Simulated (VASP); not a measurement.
Here is a VASP 6.6.1 calculation.

INCAR

```
SYSTEM = ZnS
PREC = Accurate ; ENCUT = 520
EDIFF = 1E-7 ; ISMEAR = -1
SIGMA = 0.02 ; LREAL = .FALSE.
LASPH = .TRUE. ; NELM = 60
ALGO = Normal ; ISIF = 2
LWAVE = .FALSE. ; LCHARG = .FALSE.
GGA = PE ; NBANDS = 26
```

File KPOINTS:

```
Automatic mesh
0
G
  13 13 7
  0 0 0
```

File POSCAR:

```
ZnS
1.0
    3.8227000000      0.0000000000      0.0000000000
   -1.9113500000      3.3105553110      0.0000000000
    0.0000000000      0.0000000000      6.4485210000
Zn S
2 2
Direct
    0.3333333333      0.6666666667      0.0023881944
    0.6666666667      0.3333333333      0.5023881944
    0.3333333333      0.6666666667      0.3724118056
    0.6666666667      0.3333333333      0.8724118056
```

Potentials or basis: VASP PAW PBE potentials, release 64 (Zn, S).

Run with:

```console
$ cat potpaw_PBE.64/Zn/POTCAR potpaw_PBE.64/S/POTCAR > POTCAR
$ mpirun -np 1 vasp_std > vasp.out
```

Task: What does it give for the largest force?

Result: 0.005 eV/Å.

Task: Estimate the pressure.

Result: -0.6 GPa.

Task: Predict the band gap on the k mesh.

Result: 1.94 eV.

Forces on the atoms (eV/Å):
```
Zn   0.000  0.000 -0.005
Zn   0.000  0.000 -0.005
S    0.000  0.000  0.005
S    0.000  0.000  0.005
```

Caveat: the cell differs from its parent crystal (z stretched by +3 %, then relaxed in part). A k mesh can miss the band edges.
